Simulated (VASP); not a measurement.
A run of VASP 6.6.1:

File INCAR:

```
SYSTEM = As
PREC = Accurate
ENCUT = 400
EDIFF = 1E-6
ISMEAR = 0
SIGMA = 0.04
LREAL = .FALSE.
LASPH = .TRUE.
NELM = 120
ALGO = Normal
ISIF = 2
LWAVE = .FALSE.
LCHARG = .TRUE.
LDIPOL = .TRUE.
IDIPOL = 3
DIPOL = 0.5 0.5 0.631
GGA = PE
LELF = .TRUE.
LVHAR = .TRUE.
LVACPOTAV = .TRUE.
NBANDS = 12
GGA_COMPAT = .FALSE.
NELMDL = -8
```

Contents of KPOINTS:

```
Automatic mesh
0
G
  12 12 1
  0 0 0
```

File POSCAR:

```
As
1.0
    3.6188152177      0.0000000000      0.0000000000
   -1.8094076088      3.1339859101      0.0000000000
    0.0000000000      0.0000000000     22.5000000000
As
2
Direct
    0.3333333333      0.6666666667      0.6010943991
    0.0000000000      0.0000000000      0.6613277864
```

Potentials or basis: VASP PAW PBE potentials, release 64 (As).

Command:

```sh
$ cat potpaw_PBE.64/As/POTCAR > POTCAR
$ mpirun -np 1 vasp_std > vasp.out
```

Hardware: 1 thread of Intel(R) Xeon(R) Platinum 8375C CPU @ 2.90GHz (Ice Lake), with other jobs on the host.

Problem. Estimate the wall time of this run.

Solution. Wall time 60 s on 1 thread of Intel(R) Xeon(R) Platinum 8375C CPU @ 2.90GHz (Ice Lake), with other jobs on the host, peak memory 0.27 GiB. Counts: scf iterations 21, k points 19.
